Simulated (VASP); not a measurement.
# Te3W (Pm-3m) in VASP: vibrations by perturbation theory with PBEsol

Aim: the vibrations by perturbation theory of Te3W with PBEsol.

All numbers are computed with VASP 6.6.1; they aren't measurements. Logs are shortened: lines on timing, memory, paths and dates and some standing lists are left out, and cuts for length are marked.

### 1 The cell of the first run

It takes space group Pm-3m (No. 221, cubic). Conventional cell: a = 5.244 Å, b = 5.244 Å, c = 5.244 Å, α = 90.00°, β = 90.00°, γ = 90.00°. Te (site symmetry 4/mmm) has 2 W at 2.62 Å within 3.5 Å. W (site symmetry m-3m) has 6 Te at 2.62 Å within 3.5 Å.

### 2 Vibrations by perturbation theory, PBEsol

File INCAR:

```
SYSTEM = Te3W
PREC = Accurate
ENCUT = 520
EDIFF = 1E-8
ISMEAR = -1
SIGMA = 0.15
LREAL = .FALSE.
LASPH = .TRUE.
NELM = 80
ALGO = Normal
ISIF = 2
LWAVE = .FALSE.
LCHARG = .FALSE.
GGA = PS
IBRION = 8
NSW = 1
```

File KPOINTS:

```
Automatic mesh
0
G
  8 8 8
  0 0 0
```

File POSCAR:

```
Te3W
1.0
    5.2442408492      0.0000000000      0.0000000000
    0.0000000000      5.2442408492      0.0000000000
    0.0000000000      0.0000000000      5.2442408492
Te W
3 1
Direct
    0.0000000000      0.0000000000      0.5000000000
    0.0000000000      0.5000000000      0.0000000000
    0.5000000000      0.0000000000      0.0000000000
    0.0000000000      0.0000000000      0.0000000000
```

Potentials or basis: VASP PAW PBE potentials, release 64 (Te, W_sv).

The run is started by

```sh
cat potpaw_PBE.64/Te/POTCAR potpaw_PBE.64/W_sv/POTCAR > POTCAR
mpirun -np 1 vasp_std > vasp.out
```

OUTCAR:

```text
SYSTEM = Te3W
   PREC = Accurate
   ENCUT = 520
   EDIFF = 1E-8
   ISMEAR = -1
   LREAL = .FALSE.
   LASPH = .TRUE.
   NELM = 80
   ISIF = 2
   GGA = PS
   IBRION = 8
   NSW = 1

 ion  position               nearest neighbor table
   1  0.000  0.000  0.500-   4 2.62   4 2.62
   2  0.000  0.500  0.000-   4 2.62   4 2.62
   3  0.500  0.000  0.000-   4 2.62   4 2.62
   4  0.000  0.000  0.000-   1 2.62   2 2.62   3 2.62   1 2.62   2 2.62   3 2.62

  LATTYP: Found a simple cubic cell.
 ALAT       =     5.2442408492

  Lattice vectors:

 A1 = (   5.2442408492,   0.0000000000,   0.0000000000)
 A2 = (   0.0000000000,   5.2442408492,   0.0000000000)
 A3 = (   0.0000000000,   0.0000000000,   5.2442408492)

Analysis of symmetry for initial positions (statically):
=====================================================================
 Subroutine PRICEL returns:
 Original cell was already a primitive cell.

 Routine SETGRP: Setting up the symmetry group for a
 simple cubic supercell.

 Subroutine GETGRP returns: Found 48 space group operations
 (whereof 48 operations were pure point group operations)
 out of a pool of 48 trial point group operations.

The static configuration has the point symmetry O_h .

Analysis of symmetry for dynamics (positions and initial velocities):
=====================================================================
 Subroutine PRICEL returns:
 Original cell was already a primitive cell.

 Routine SETGRP: Setting up the symmetry group for a
 simple cubic supercell.

 Subroutine GETGRP returns: Found 48 space group operations
 (whereof 48 operations were pure point group operations)
 out of a pool of 48 trial point group operations.

The dynamic configuration has the point symmetry O_h .

 Subroutine INISYM returns: Found 48 space group operations
 (whereof 48 operations are pure point group operations),
 and found     1 'primitive' translations

----------------------------------------------------------------------------------------

                                     Primitive cell

  volume of cell :     144.2274

  direct lattice vectors                    reciprocal lattice vectors
     5.244240849  0.000000000  0.000000000     0.190685369  0.000000000  0.000000000
     0.000000000  5.244240849  0.000000000     0.000000000  0.190685369  0.000000000
     0.000000000  0.000000000  5.244240849     0.000000000  0.000000000  0.190685369

  length of vectors
     5.244240849  5.244240849  5.244240849     0.190685369  0.190685369  0.190685369

  position of ions in fractional coordinates (direct lattice)
     0.000000000  0.000000000  0.500000000
     0.000000000  0.500000000  0.000000000
     0.500000000  0.000000000  0.000000000
     0.000000000  0.000000000  0.000000000

  ion indices of the primitive-cell ions
   primitive index   ion index
                 1           1
                 2           2
                 3           3
                 4           4

----------------------------------------------------------------------------------------

[... 110 lines left out ...]

 Free energy of the ion-electron system (eV)
  ---------------------------------------------------
  ext. energy  EPLUGINS =         0.00000000
  ---------------------------------------------------
  free energy    TOTEN  =       -21.81690771 eV

  energy without entropy =      -21.56267841  energy(sigma->0) =      -21.68979306

 E-fermi :   4.4718     XC(G=0):  -8.5382

 val. band max:        4.4259208496   @ k =   0.0000   0.0000   0.0000
 cond. band min:       4.5546754239   @ k =   0.2500   0.2500   0.2500
 fundamental gap:      0.1287545743
 Fermi energy:         4.4717803268

 k-point     1 :       0.0000    0.0000    0.0000
  band No.  band energies     occupation
      1     -70.4151      2.00000
      2     -34.6733      2.00000
      3     -34.6733      2.00000
      4     -34.6733      2.00000
      5      -8.4229      2.00000
      6      -6.5419      2.00000
[... 541 lines left out ...]
     19       5.5956      0.00111
     20       6.1147      0.00004

 [... further k-points ...]

------------------------ aborting loop because EDIFF is reached ----------------------------------------

  FORCE on cell =-STRESS in cart. coord.  units (eV):
  Direction    XX          YY          ZZ          XY          YZ          ZX
  --------------------------------------------------------------------------------------
  -------------------------------------------------------------------------------------
  Total        1.8278054      1.8278054      1.8278054     -0.0000000     -0.0000000      0.0000000
  in kB       20.3045170     20.3045170     20.3045170     -0.0000000     -0.0000000      0.0000000
  external PRESSURE =      20.3045170 kB  Pullay stress =       0.0000000 kB

 VOLUME and BASIS-vectors are now :
 -----------------------------------------------------------------------------
  energy-cutoff  :      520.00
  volume of cell :      144.23
      direct lattice vectors                 reciprocal lattice vectors
     5.244240849  0.000000000  0.000000000     0.190685369  0.000000000  0.000000000
     0.000000000  5.244240849  0.000000000     0.000000000  0.190685369  0.000000000
     0.000000000  0.000000000  5.244240849     0.000000000  0.000000000  0.190685369

 POSITION                                       TOTAL-FORCE (eV/Angst)
 -----------------------------------------------------------------------------------
      0.00000      0.00000      2.62212         0.000000      0.000000      0.000000
      0.00000      2.62212      0.00000         0.000000      0.000000      0.000000
      2.62212      0.00000      0.00000         0.000000      0.000000      0.000000
      0.00000      0.00000      0.00000         0.000000      0.000000      0.000000
 -----------------------------------------------------------------------------------
    total drift:                               -0.000000     -0.000000     -0.000000

  FREE ENERGIE OF THE ION-ELECTRON SYSTEM (eV)
  ---------------------------------------------------
  free  energy   TOTEN  =       -21.8169077149 eV

  energy  without entropy=      -21.5626784146  energy(sigma->0) =      -21.68979306

[... ionic steps 2 to 12 ...]

--------------------------------------- Ionic step       13  -------------------------------------------

 Free energy of the ion-electron system (eV)
  ---------------------------------------------------
  ---------------------------------------------------
  free energy    TOTEN  =        -0.33889855 eV

  energy without entropy =       -0.33889864

------------------------ aborting loop because EDIFF is reached ----------------------------------------

 INTERNAL STRAIN TENSOR  FOR ION    4  DIRECTION 1   (eV/Angst):
 -----------------------------------------------------------------------------
    -0.11246 -0.00000 -0.00000
     0.00000  0.06894  0.00000
     0.00000  0.00000  0.06894

 INTERNAL STRAIN TENSOR FOR ION    4 for displacements in x,y,z  (eV/Angst):
          X           Y           Z          XY          YZ          ZX
  --------------------------------------------------------------------------------
  x     0.00000     0.00000     0.00000     0.00000     0.00000     0.00000
  y     0.00000     0.00000     0.00000     0.00000     0.00000     0.00000
  z     0.00000     0.00000     0.00000     0.00000     0.00000     0.00000

 SECOND DERIVATIVES (NOT SYMMETRIZED)
 ------------------------------------
               1X          1Y          1Z          2X          2Y          2Z          3X          3Y          3Z          4X          4Y          4Z
  1X     0.496958    0.000000    0.000000   -0.206288    0.000000    0.000000    2.601255    0.000000    0.000000   -2.891925    0.000000    0.000000
  1Y     0.000000    0.496958    0.000000    0.000000    2.601255    0.000000    0.000000   -0.206288    0.000000    0.000000   -2.891925    0.000000
  1Z     0.000000    0.000000  -15.406087   -0.000000   -0.000000    2.595860    0.000000   -0.000000    2.595860    0.000000    0.000000   10.214368
  2X    -0.206288    0.000000    0.000000    0.496958    0.000000    0.000000    2.601255    0.000000    0.000000   -2.891925    0.000000    0.000000
  2Y    -0.000000    2.595860    0.000000    0.000000  -15.406087    0.000000   -0.000000    2.595860   -0.000000   -0.000000   10.214368    0.000000
  2Z     0.000000    0.000000    2.601255    0.000000    0.000000    0.496958    0.000000    0.000000   -0.206288    0.000000    0.000000   -2.891925
  3X     2.595860   -0.000000   -0.000000    2.595860   -0.000000    0.000000  -15.406087    0.000000    0.000000   10.214368   -0.000000    0.000000
  3Y     0.000000   -0.206288    0.000000    0.000000    2.601255    0.000000    0.000000    0.496958    0.000000    0.000000   -2.891925    0.000000
  3Z     0.000000    0.000000    2.601255    0.000000    0.000000   -0.206288    0.000000    0.000000    0.496958    0.000000    0.000000   -2.891925
  4X    -2.884105    0.000000    0.000000   -2.884105    0.000000   -0.000000   10.206954    0.000000    0.000000   -4.438744    0.000000   -0.000000
  4Y    -0.000000   -2.884105    0.000000    0.000000   10.206954    0.000000    0.000000   -2.884105   -0.000000   -0.000000   -4.438744   -0.000000
  4Z     0.000000    0.000000   10.206954    0.000000    0.000000   -2.884105    0.000000   -0.000000   -2.884105    0.000000   -0.000000   -4.438744

 Eigenvectors and eigenvalues of the dynamical matrix
 ----------------------------------------------------

   1 f  =    6.319569 THz    39.707021 2PiTHz  210.798122 cm-1    26.135624 meV
             X         Y         Z           dx          dy          dz
      0.000000  0.000000  2.622120    -0.157712   -0.003809   -0.000000
      0.000000  2.622120  0.000000    -0.157712    0.020811   -0.000000
      2.622120  0.000000  0.000000     0.861673   -0.003809   -0.000000
      0.000000  0.000000  0.000000    -0.455182   -0.010993    0.000000
[... 71 lines left out ...]
  12 f/i=    2.254958 THz    14.168320 2PiTHz   75.217310 cm-1     9.325754 meV
             X         Y         Z           dx          dy          dz
      0.000000  0.000000  2.622120    -0.426273    0.261552    0.003496
      0.000000  2.622120  0.000000    -0.426273   -0.093178   -0.009814
      2.622120  0.000000  0.000000     0.151860    0.261552   -0.009814
      0.000000  0.000000  0.000000     0.582866   -0.357635    0.013419

--------------------------------------------------------------------------------------------------------

 ELASTIC MODULI CONTR FROM IONIC RELAXATION (kBar)
 Direction    XX          YY          ZZ          XY          YZ          ZX
 --------------------------------------------------------------------------------
 XX           0.0000      0.0000      0.0000      0.0000      0.0000      0.0000
 YY           0.0000      0.0000      0.0000      0.0000      0.0000      0.0000
 ZZ           0.0000      0.0000      0.0000      0.0000      0.0000      0.0000
 XY           0.0000      0.0000      0.0000      0.0000      0.0000      0.0000
 YZ           0.0000      0.0000      0.0000      0.0000      0.0000      0.0000
 ZX           0.0000      0.0000      0.0000      0.0000      0.0000      0.0000
 --------------------------------------------------------------------------------
```

It took 20 min on 1 thread of Intel Xeon 6975P-C (Granite Rapids), shared host; peak memory 0.85 GiB.

Results:

- Highest phonon frequency at Γ, LO-TO splitting left out: 211 cm⁻¹
- Most unstable mode: 75i cm⁻¹

Phonon frequencies in cm⁻¹ (negative: imaginary):
```
              q point                                frequencies
(0.000, 0.000, 0.000)  -75 -75 -75 -39 -39 -39 0 0 0 211 211 211
```

Caveat: the cell stands under pressure or tension, which shifts response properties; some modes are imaginary; the PAW data sets were made with another functional, which shifts forces and pressure a little; spin-orbit coupling is left out, which moves the levels of the heavy elements.
